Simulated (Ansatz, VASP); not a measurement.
# One calculation of BaS, two programs

INCAR

```
SYSTEM = BaS
PREC = Accurate
ENCUT = 520
EDIFF = 1E-7
ISMEAR = -1
SIGMA = 0.02
LREAL = .False.
LASPH = .True.
NELM = 60
ALGO = Normal
ISIF = 2
LWAVE = .False.
LCHARG = .False.
GGA = PE
NBANDS = 15
```

KPOINTS

```
Automatic mesh
0
Gamma
  6 6 6
  0 0 0
```

POSCAR

```
BaS
1.0
    0.0000000000      3.5194117709      3.5194117709
    3.5194117709      0.0000000000      3.5194117709
    3.5194117709      3.5194117709      0.0000000000
Ba S
1 1
Direct
    0.0000000000      0.0000000000      0.0000000000
    0.2500000000      0.2500000000      0.2500000000
```

Input for Ansatz:

```yaml
crystal:
  lattice:
    - [0.0, 3.5194117709, 3.5194117709]
    - [3.5194117709, 0.0, 3.5194117709]
    - [3.5194117709, 3.5194117709, 0.0]
  atoms:
    - { symbol: Ba, position: [0.0, 0.0, 0.0] }
    - { symbol: S, position: [0.25, 0.25, 0.25] }
kpoints:
  mp_grid: { grid: [6, 6, 6] }
  band_path:
    path:
      - [0.0, 0.0, 0.0]
      - [-0.5, -0.5, 0.0]
      - [-0.375, -0.375, 0.25]
      - [-0.375, 0.0, 0.375]
      - [0.0, 0.0, 0.5]
      - [-0.5, -0.25, 0.25]
      - [0.25, -0.5, -0.25]
    npoints: 1
hamiltonian:
  xc: pbe
scf:
  occupations: { method: fermi_dirac, width: 0.02 }
  n_extra_bands: 4
output:
  forces: true
  stress: true
  eigenvalues: true
```

Alike in both runs: task single point; functional PBE; k mesh 6 × 6 × 6; occupations fermi-dirac, width 0.02 eV; no spin polarisation.

|  | VASP | Ansatz |
| --- | --- | --- |
| version | VASP 6.6.1 | Ansatz 0.2.0 |
| potentials or method | VASP PAW PBE potentials, release 64 (Ba_sv, S) | plane waves, PAW |
| plane-wave cutoff (eV) | 520 | 420 |
| valence electrons in the cell | 16 | 16 |

```tsv
	VASP	Ansatz	Ansatz less VASP
gap on the k mesh at the Fermi level (eV)	2.76	2.75	-0.016
pressure (GPa)	0.4	0.0	-0.42
```

Neither program's run includes spin-orbit coupling.
